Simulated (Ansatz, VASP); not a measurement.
**HgTe: VASP beside Ansatz**

File INCAR:

```
SYSTEM = HgTe
ALGO = Normal
EDIFF = 1E-6
ENCUT = 520
GGA = PE
ISIF = 2
ISMEAR = 0
LASPH = .TRUE.
LCHARG = .FALSE.
LREAL = .FALSE.
LWAVE = .FALSE.
NBANDS = 16
NELM = 80
PREC = Accurate
SIGMA = 0.15
```

Contents of KPOINTS:

```
k-points
0
G
  14 14 14
  0 0 0
```

File POSCAR:

```
HgTe
1.0
    0.0000000000      3.2235000000      3.2718525000
    3.2235000000      0.0000000000      3.2718525000
    3.2235000000      3.2235000000      0.0000000000
Hg Te
1 1
Direct
    0.0000000000      0.0000000000      0.0000000000
    0.7500000000      0.7500000000      0.7500000000
```

Input for Ansatz:

```yaml
crystal:
  lattice:
    - [0.0, 3.2235, 3.2718525]
    - [3.2235, 0.0, 3.2718525]
    - [3.2235, 3.2235, 0.0]
  atoms:
    - { symbol: Hg, position: [0.0, 0.0, 0.0] }
    - { symbol: Te, position: [0.75, 0.75, 0.75] }
basis:
  ecutwfc: 420
kpoints:
  mp_grid: { grid: [14, 14, 14] }
hamiltonian:
  xc: pbe
scf:
  occupations: { method: gaussian, width: 0.15 }
output:
  forces: true
  stress: true
  eigenvalues: true
  write_density: true
  write_potential: true
  elf: true
  volumetric_format: npy
```

Change from the starting cell: strain +0.000 along x and y, +0.015 along z, atoms carried along.

Alike in both runs: task single point; functional PBE; k mesh 14 × 14 × 14; occupations gaussian, width 0.15 eV; no spin polarisation.

|  | VASP | Ansatz |
| --- | --- | --- |
| version | VASP 6.6.1 | Ansatz 0.2.0 |
| potentials or method | VASP PAW PBE potentials, release 64 (Hg, Te), cutoff 520 eV | scalar-relativistic, plane waves, PAW |
| valence electrons in the cell | 18 | 36 |

```tsv
	VASP	Ansatz	Ansatz less VASP
gap on the k mesh at the Fermi level (eV)	none	none	-
pressure (GPa)	3.3	3.3	-0.07
traceless stress, the component that is largest in VASP (GPa)	-0.13	-0.13	0.000
```

A gap of «none» marks a metal or a gap that the smearing closes. VASP's potentials hold 18 valence electrons a cell and Ansatz's 36, so a difference there can come from the potentials and not from the codes.

Spin-orbit coupling is off throughout.
